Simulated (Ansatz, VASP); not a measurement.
Two plane-wave programs on GdN

```xyz
2
Lattice="0.0000 2.7114 2.7114 2.7114 0.0000 2.7114 2.7114 2.7114 0.0000" Properties=species:S:1:pos:R:3 pbc="T T T"
Gd    0.0000    0.0000    0.0000
N     1.3557    1.3557    1.3557
```

Alike in both runs: task single point; functional PBEsol; k mesh 10 × 10 × 10; occupations gaussian, width 0.05 eV; collinear spin.

|  | VASP | Ansatz |
| --- | --- | --- |
| version | VASP 6.6.1 | Ansatz 0.2.0 |
| potentials or method | VASP PAW PBE potentials, release 64 (Gd, N), cutoff 520 eV | scalar-relativistic, plane waves, PAW |
| valence electrons in the cell | 23 | 23 |

|  | VASP | Ansatz | Ansatz less VASP |
| --- | --- | --- | --- |
| gap on the k mesh at the Fermi level (eV) | 1.07 | 1.06 | -0.006 |
| least direct gap on the mesh (eV) | 1.76 | 1.76 | -0.002 |
| pressure (GPa) | -7.9 | -8.1 | -0.19 |
| net moment per atom (μB) | 3.50 | 3.50 | 0.000 |
| size of the moment on the site where the two differ most (μB) | 6.80 | 6.81 | +0.013 |

VASP's potentials were made for PBE, not for PBEsol. Site moments also hang on the region over which each program counts them.

Neither program's run includes spin-orbit coupling.
